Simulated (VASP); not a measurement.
**Ge (a cell with a defect): single point with PBE**

System: Ge (a cell with a defect).

```
Ge
1.0
     0.00000    8.48673    8.48673
     8.48673    0.00000    8.48673
     8.48673    8.48673    0.00000
Ge
53
Direct
  0.99921 0.99925 0.33245
  0.99898 0.99946 0.66903
  0.99942 0.33188 0.99939
  0.99794 0.33385 0.33410
  0.99921 0.33234 0.66922
  0.99916 0.66841 0.99925
  0.99932 0.66825 0.33338
  0.99928 0.66694 0.66701
  0.33223 0.99932 0.99921
  0.33362 0.99815 0.33409
  0.33182 0.99956 0.66923
  0.33373 0.33397 0.99805
  0.33388 0.33384 0.33420
  0.33353 0.33369 0.66639
  0.33303 0.66841 0.99937
  0.33361 0.66663 0.33352
  0.33343 0.66670 0.66641
  0.66821 0.99955 0.99915
  0.66837 0.99938 0.33290
  0.66682 0.99937 0.66679
  0.66851 0.33300 0.99913
  0.66641 0.33367 0.33344
  0.66635 0.33385 0.66628
  0.66704 0.66694 0.99922
  0.66640 0.66663 0.33349
  0.66677 0.66720 0.66681
  0.08153 0.08120 0.08146
  0.08466 0.08493 0.41518
  0.08117 0.08171 0.75555
  0.08480 0.41478 0.08500
  0.08496 0.41458 0.41549
  0.08399 0.41744 0.74939
  0.08331 0.75003 0.08345
  0.08417 0.74945 0.41743
  0.08400 0.74963 0.74922
  0.41439 0.08508 0.08498
  0.41465 0.08495 0.41537
  0.41728 0.08413 0.74920
  0.41492 0.41480 0.08512
  0.41713 0.41737 0.41703
  0.41708 0.41743 0.74846
  0.41748 0.74949 0.08395
  0.41717 0.74873 0.41712
  0.41714 0.74968 0.74927
  0.75118 0.08312 0.08273
  0.74932 0.08421 0.41716
  0.74912 0.08439 0.74905
  0.74951 0.41734 0.08386
  0.74847 0.41740 0.41698
  0.74933 0.41768 0.74907
  0.74924 0.74960 0.08402
  0.74935 0.74949 0.41715
  0.75008 0.75021 0.74986
```

```yaml
Program: VASP 6.6.1
Task: single point
Functional: PBE
Potentials_or_basis: VASP PAW PBE potentials, release 64 (Ge_d)
Cutoff: 410 eV
k_mesh: 1 × 1 × 1
Occupations: gaussian, width 0.05 eV
Spin: collinear spin, zero start
```

* Pressure: 5.7 GPa
* Largest force: 0.030 eV/Å
* Net moment: 0.00 μB per cell
* Valence electrons inside the program's atomic spheres: Ge 12.42, 12.46, 12.44, 12.31, 12.40, 12.45, 12.32 (each value once)

Forces on the atoms (eV/Å):
```
Ge  -0.010 -0.013  0.004
Ge   0.012  0.012  0.004
Ge  -0.006 -0.001 -0.006
Ge  -0.002  0.003  0.004
Ge  -0.001  0.012 -0.009
Ge   0.004  0.000  0.006
Ge   0.001 -0.002  0.003
Ge   0.001  0.003  0.005
Ge  -0.003 -0.014 -0.009
Ge   0.003 -0.003  0.004
Ge   0.006  0.006 -0.004
Ge   0.002  0.002 -0.001
Ge  -0.002 -0.001 -0.001
Ge  -0.001  0.001  0.006
Ge   0.001 -0.004  0.004
Ge  -0.002  0.004  0.003
Ge  -0.004  0.003  0.003
Ge  -0.005 -0.002  0.001
Ge  -0.002  0.003  0.007
Ge   0.002 -0.005  0.005
Ge  -0.004  0.007  0.003
Ge   0.004  0.000  0.004
Ge   0.001 -0.004  0.003
Ge   0.002  0.003  0.000
Ge   0.000  0.001 -0.002
Ge   0.000 -0.005  0.000
Ge   0.022  0.016  0.014
Ge  -0.001  0.000 -0.005
Ge  -0.017 -0.019  0.012
Ge  -0.004 -0.002 -0.006
Ge   0.004 -0.004 -0.002
Ge  -0.007  0.004 -0.005
Ge   0.001  0.001  0.000
Ge  -0.009 -0.005 -0.002
Ge  -0.001  0.003 -0.001
Ge  -0.005  0.008  0.004
Ge   0.001  0.002 -0.002
Ge   0.006 -0.004 -0.001
Ge   0.002 -0.002  0.001
Ge   0.004  0.007  0.004
Ge  -0.006 -0.006  0.004
Ge   0.002 -0.002 -0.010
Ge  -0.006  0.005 -0.006
Ge   0.000  0.000 -0.005
Ge   0.003 -0.003 -0.004
Ge   0.001 -0.002  0.001
Ge   0.007  0.005 -0.001
Ge   0.001  0.002 -0.005
Ge   0.006 -0.005 -0.006
Ge  -0.004  0.001 -0.010
Ge   0.003  0.000 -0.001
Ge  -0.002 -0.001 -0.002
Ge   0.000 -0.001 -0.004
```

Stress tensor (GPa, compression positive):
```
 5.73 -0.05  0.01
-0.05  5.73 -0.01
 0.01 -0.01  5.73
```

Levels at points of the mesh, in eV from the Fermi level:
Spin up:
| k point | band 369 | band 370 | band 371 | band 372 | band 373 | band 374 |
| --- | --- | --- | --- | --- | --- | --- |
| (0.00, 0.00, 0.00) | -0.58 | -0.58 | -0.10 | 0.10 | 0.11 | 0.12 |
Spin down:
```csv
k point,band 368,band 369,band 370,band 371,band 372,band 373,band 374,band 375
"(0.00, 0.00, 0.00)",-0.59,-0.58,-0.58,-0.10,0.10,0.11,0.12,0.18
```

Wall time 47 min on 1 thread of Intel Xeon 8259CL, with other jobs on the host, peak memory 1.4 GiB.

Caveat: the k points lie up to 0.64 Å⁻¹ apart.
